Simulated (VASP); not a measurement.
# B13P10 in VASP: further runs, part 2 of 2

VASP 6.6.1.

### 4 Single point, PBE

The input, INCAR:

```
SYSTEM = B13P10
PREC = Accurate
ENCUT = 520
EDIFF = 1E-6
ISMEAR = -1
SIGMA = 0.1379
LREAL = Auto
LASPH = .TRUE.
NELM = 60
ALGO = Normal
ISIF = 2
LWAVE = .FALSE.
LCHARG = .FALSE.
GGA = PE
ISYM = 0
NBANDS = 62
```

The input, KPOINTS:

```
Automatic mesh
0
Gamma
  1 1 1
  0.25 0.25 0.25
```

The input, POSCAR:

```
B13P10
1.0
    6.5660210000      0.0873340000     -0.1704000000
    0.0873340000      6.7396190000      0.1358200000
   -0.1704000000      0.1358200000      7.0462260000
P B
10 13
Direct
    0.6989558536      0.5204188083      0.2443079167
    0.7300954230     -0.0447696800      0.2838788989
   -0.1069615238      1.0161864430      0.5485857697
    0.5746268355      0.7545262924      0.8530614334
    0.6562551462      0.1898289178      0.6648802229
    0.2731545279      0.5950907169      0.5339907222
    0.2235849602      0.0469076270      0.9564857675
    0.1033735967      0.7124400680      0.9652138962
    0.2452802215      0.3392832676      0.2801998256
    0.6190367538      0.2482464067      0.0593936436
    0.8012689148      0.3584886626      0.8376747060
    0.7825154024      0.4215991671      0.4783245706
    0.2723018259      0.3699182814      0.7732919623
    0.7919399795      0.7462849062      0.0741700815
    0.0353732894      0.2450959780      0.8375585275
    0.7564563312      0.5829388516      0.7086944705
    0.3577448151      0.2928771672      0.5673773648
    0.4324006166      0.4593892121      0.1203980432
    0.4312605833      0.9673088017      0.7701701481
    0.3403637903      0.5914179868      0.8859723771
    0.1688816691      0.0743114195      0.6603315675
    1.0202524733      0.4880726854      0.8505546074
    0.0434145455      0.4326993926      0.4919259767
```

Potentials or basis: VASP PAW PBE potentials, release 64 (P, B).

On the command line:

```sh
$ cat potpaw_PBE.64/P/POTCAR potpaw_PBE.64/B/POTCAR > POTCAR
$ mpirun -np 1 vasp_std > vasp.out
```

OUTCAR:

```text
SYSTEM = B13P10
   PREC = Accurate
   ENCUT = 520
   EDIFF = 1E-6
   ISMEAR = -1
   LREAL = Auto
   LASPH = .TRUE.
   NELM = 60
   ISIF = 2
   GGA = PE
   ISYM = 0

 ion  position               nearest neighbor table
   1  0.699  0.520  0.244-  12 1.81  18 1.98  14 2.03  10 2.35
   2  0.730  0.955  0.284-  14 2.13   3 2.16  10 2.55
   3  0.893  0.016  0.549-  21 1.99   5 2.14   2 2.16
   4  0.575  0.755  0.853-  19 1.76  20 1.93  16 1.99  14 2.06
   5  0.656  0.190  0.665-  11 1.93  17 2.14   3 2.14  12 2.21  19 2.26  10 2.85
   6  0.273  0.595  0.534-  23 1.91  17 2.10  13 2.23  20 2.50   9 2.54
   7  0.224  0.047  0.956-  15 1.93  19 2.02  21 2.10   8 2.41  13 2.52
   8  0.103  0.712  0.965-  22 1.83  20 1.86  14 2.23   7 2.41
   9  0.245  0.339  0.280-  18 1.89  17 2.13  23 2.15   6 2.54
  10  0.619  0.248  0.059-  18 1.93  11 2.14   1 2.35   2 2.55   5 2.85
  11  0.801  0.358  0.838-  15 1.70  22 1.70  16 1.75   5 1.93  10 2.14
  12  0.783  0.422  0.478-  23 1.72   1 1.81  16 2.00   5 2.21
  13  0.272  0.370  0.773-  17 1.68  20 1.78  15 1.86  22 1.93   6 2.23   7 2.52
  14  0.792  0.746  0.074-   1 2.03   4 2.06   2 2.13   8 2.23
  15  0.035  0.245  0.838-  22 1.64  11 1.70  13 1.86   7 1.93  21 1.96
  16  0.756  0.583  0.709-  11 1.75   4 1.99  12 2.00  22 2.03
  17  0.358  0.293  0.567-  13 1.68  21 2.06   6 2.10   9 2.13   5 2.14
  18  0.432  0.459  0.120-   9 1.89  20 1.91  10 1.93   1 1.98
  19  0.431  0.967  0.770-   4 1.76  21 1.96   7 2.02   5 2.26
  20  0.340  0.591  0.886-  13 1.78   8 1.86  18 1.91   4 1.93   6 2.50
  21  0.169  0.074  0.660-  15 1.96  19 1.96   3 1.99  17 2.06   7 2.10
  22  0.020  0.488  0.851-  15 1.64  11 1.70   8 1.83  13 1.93  16 2.03
  23  0.043  0.433  0.492-  12 1.72   6 1.91   9 2.15

IMPORTANT INFORMATION: All symmetrisations will be switched off!
NOSYMM: (Re-)initialisation of all symmetry stuff for point group C_1.

----------------------------------------------------------------------------------------

                                     Primitive cell

  volume of cell :     311.4384

  direct lattice vectors                    reciprocal lattice vectors
[... 132 lines left out ...]
   AEXX    =    0.0000 exact exchange contribution
   IVDW    =     0    specifies the selected vdW correction
   LEPSILON=     F    determine dielectric tensor
   LRPA    =     F    only Hartree local field effects (RPA)
 non-spin polarized calculation
  energy-cutoff  :      520.00
  volume of cell :      311.44
 maximum number of plane-waves:      8371
 NGX is ok and might be reduce to    48
   NGX = 25   NGY = 25   NGZ = 27

 number of electron      88.9999999 magnetization

 Free energy of the ion-electron system (eV)
  ---------------------------------------------------
  ext. energy  EPLUGINS =         0.00000000
  ---------------------------------------------------
  free energy    TOTEN  =      -127.26837031 eV

  energy without entropy =     -126.89324847  energy(sigma->0) =     -127.08080939

 E-fermi :   5.3097     XC(G=0):  -9.9877

 val. band max:        5.2535768665   @ k =   0.2500   0.2500   0.2500
 cond. band min:       5.7384617985   @ k =   0.2500   0.2500   0.2500
 fundamental gap:      0.4848849320
 Fermi energy:         5.3096535928

 k-point     1 :       0.2500    0.2500    0.2500
  band No.  band energies     occupation
      1      -9.7316      2.00000
      2      -8.8245      2.00000
      3      -8.4725      2.00000
      4      -8.3228      2.00000
      5      -7.4850      2.00000
      6      -7.1939      2.00000
[... 48 lines left out ...]
     55       8.0727      0.00000
     56       8.3856      0.00000
 [bands above 56 left out]

------------------------ aborting loop because EDIFF is reached ----------------------------------------

  FORCE on cell =-STRESS in cart. coord.  units (eV):
  Direction    XX          YY          ZZ          XY          YZ          ZX
  --------------------------------------------------------------------------------------
  -------------------------------------------------------------------------------------
  Total      -15.0709039     -0.8463342     -2.8620024      1.2879705      1.5280551     -0.6211584
  in kB      -77.5314245     -4.3539191    -14.7234114      6.6258926      7.8609941     -3.1955146
  external PRESSURE =     -32.2029184 kB  Pullay stress =       0.0000000 kB

 VOLUME and BASIS-vectors are now :
 -----------------------------------------------------------------------------
  energy-cutoff  :      520.00
  volume of cell :      311.44
      direct lattice vectors                 reciprocal lattice vectors
     6.566021000  0.087334000 -0.170400000     0.152423194 -0.002050225  0.003725594
     0.087334000  6.739619000  0.135820000    -0.002050225  0.148461577 -0.002911262
    -0.170400000  0.135820000  7.046226000     0.003725594 -0.002911262  0.142066157

 POSITION                                       TOTAL-FORCE (eV/Angst)
 -----------------------------------------------------------------------------------
      4.59318      3.60165      1.67303        -1.085687      0.132316     -2.205334
      4.82887      6.54021      2.00561        -0.614634      0.514716     -1.743461
      5.77164      0.26159      3.71548         1.637809     -1.369568     -0.925084
      3.69355      5.25127      6.01543         2.527930     -2.836932      0.071185
      4.21227      1.42699      4.59885        -2.234332      0.756181     -1.100772
      1.75452      4.10707      3.79690        -0.293571     -1.109734     -0.673395
[... 15 lines left out ...]
      0.03067      3.40672      6.05604        -1.114752     -0.381856     -1.538188
      0.23903      2.98683      3.51759        -0.520560      0.761411     -0.772538
 -----------------------------------------------------------------------------------
    total drift:                               -0.003488     -0.000497      0.001532

  FREE ENERGIE OF THE ION-ELECTRON SYSTEM (eV)
  ---------------------------------------------------
  free  energy   TOTEN  =      -127.2683703072 eV

  energy  without entropy=     -126.8932484715  energy(sigma->0) =     -127.08080939
```

Wall time 34 s (1 thread of Intel Xeon Platinum 8559C (Emerald Rapids), shared host); peak memory 0.31 GiB.

Results:

```
Free energy   : -127.2684 eV
Pressure      : -3.2 GPa
Largest force : 4.617 eV/Å
```

Forces on the atoms (eV/Å):
```
P   -1.086  0.132 -2.205
P   -0.615  0.515 -1.743
P    1.638 -1.370 -0.925
P    2.528 -2.837  0.071
P   -2.234  0.756 -1.101
P   -0.294 -1.110 -0.673
P    0.566  0.396  0.540
P   -2.550  1.023  1.579
P   -0.800 -0.470  1.997
P    1.660 -0.229  0.570
B   -0.967 -1.550  1.526
B    1.402  1.488  2.629
B   -1.771  1.867  0.173
B    0.502  0.503  1.581
B    2.048 -0.306 -0.439
B    0.561 -1.177 -0.411
B    0.248 -1.131 -1.582
B    0.331  0.158  0.206
B   -2.003  4.033 -1.020
B    1.596 -1.955  1.503
B    0.875  0.882  0.037
B   -1.115 -0.382 -1.538
B   -0.521  0.761 -0.773
```

Stress tensor (GPa, compression positive):
```
-7.75  0.66 -0.32
 0.66 -0.44  0.79
-0.32  0.79 -1.47
```

Levels at points of the mesh, in eV from the Fermi level:
| k point | band 43 | band 44 | band 45 | band 46 | band 47 | band 48 |
| --- | --- | --- | --- | --- | --- | --- |
| (0.25, 0.25, 0.25) | -0.56 | -0.26 | -0.06 | 0.43 | 0.77 | 1.23 |

Caveat: the k points lie up to 0.96 Å⁻¹ apart.

### 5 Single point, PBE

The input, INCAR:

```
ALGO = Normal ; EDIFF = 1E-6
ENCUT = 520 ; GGA = PE
ISIF = 2 ; ISMEAR = -1
ISYM = 0 ; LASPH = T
LCHARG = T ; LELF = T
LREAL = Auto ; LVHAR = T
LWAVE = F ; NBANDS = 62
NELM = 80 ; PREC = Accurate
SIGMA = 0.05
```

KPOINTS is that of step 4.

The input, POSCAR:

```
B13P10
1.0
    6.5660210000      0.0873340000     -0.1704000000
    0.0873340000      6.7396190000      0.1358200000
   -0.1704000000      0.1358200000      7.0462260000
P B
10 13
Direct
    0.6911975139      0.5461042245      0.2554745165
    0.7036832886      0.9692947392      0.2608546789
    0.9238813372     -0.0267603380      0.5422193340
    0.5940446473      0.7408253149      0.8511142438
    0.6550106576      0.2138311706      0.6373853559
    0.2888382923      0.5811087668      0.5039310196
    0.2441790941      0.0441555027      0.9505418812
    0.0541767389      0.7196018411      0.9651250746
    0.2335884170      0.3090433095      0.3138464767
    0.6896910203      0.2421512336      0.1102744035
    0.8293862999      0.2974786974      0.8815954624
    0.8081032930      0.5353629368      0.5063531608
    0.2338246997      0.4575351357      0.7782996609
    0.7798548379      0.7646303360      0.0799147192
    0.0840846315      0.2666889317      0.8408243406
    0.7251501773      0.5012637148      0.7284956447
    0.3557809979      0.2350215773      0.5671354355
    0.4434239149      0.4192770161      0.1448584293
    0.4639149485      0.9885949185      0.7780765399
    0.3779819006      0.5717211340      0.9366419629
    0.1648761678      0.1146837840      0.6656876387
   -0.0125317112      0.5059389267      0.8178238920
    0.0251952219      0.4891247939      0.4060362719
```

On the command line:

```sh
$ cat potpaw_PBE.64/P/POTCAR potpaw_PBE.64/B/POTCAR > POTCAR
$ mpirun -np 1 vasp_std > vasp.out
```

Wall time 35 s (1 thread of Intel Xeon Platinum 8559C (Emerald Rapids), shared host); peak memory 0.32 GiB.

It converged, with:

```
Free energy   : -131.1823 eV
Pressure      : -3.8 GPa
Largest force : 2.437 eV/Å
```

Forces on the atoms (eV/Å):
```
P   -0.466  0.254  0.026
P    0.736 -0.444  0.951
P   -0.507  0.275  0.149
P   -0.689 -1.325  0.495
P   -0.392 -0.867  0.843
P   -0.624 -0.572  0.525
P    0.760 -0.713  0.034
P    0.621  0.126  0.563
P    0.796  0.334 -0.749
P   -0.435  1.328 -1.242
B    0.239  1.146 -0.670
B    0.705 -0.835  0.042
B    1.301  0.385 -2.025
B    0.518 -0.006  0.054
B   -1.510 -0.390  0.009
B    0.758  0.901 -0.509
B    0.589  0.728 -0.284
B   -0.178  0.376 -0.465
B   -1.131  1.906 -0.032
B   -0.021 -0.144  1.162
B    0.086 -1.025 -0.003
B   -1.688 -1.322  0.091
B    0.534 -0.116  1.037
```

Stress tensor (GPa, compression positive):
```
-5.62  1.51  0.02
 1.51 -5.26 -0.75
 0.02 -0.75 -0.38
```

Levels at points of the mesh, in eV from the Fermi level:
| k point | band 40 | band 41 | band 42 | band 43 | band 44 | band 45 | band 46 | band 47 | band 48 | band 49 |
| --- | --- | --- | --- | --- | --- | --- | --- | --- | --- | --- |
| (0.25, 0.25, 0.25) | -1.83 | -1.48 | -1.30 | -0.86 | -0.65 | 0.00 | 0.28 | 0.61 | 0.93 | 1.35 |

Caveat: the k points lie up to 0.96 Å⁻¹ apart.
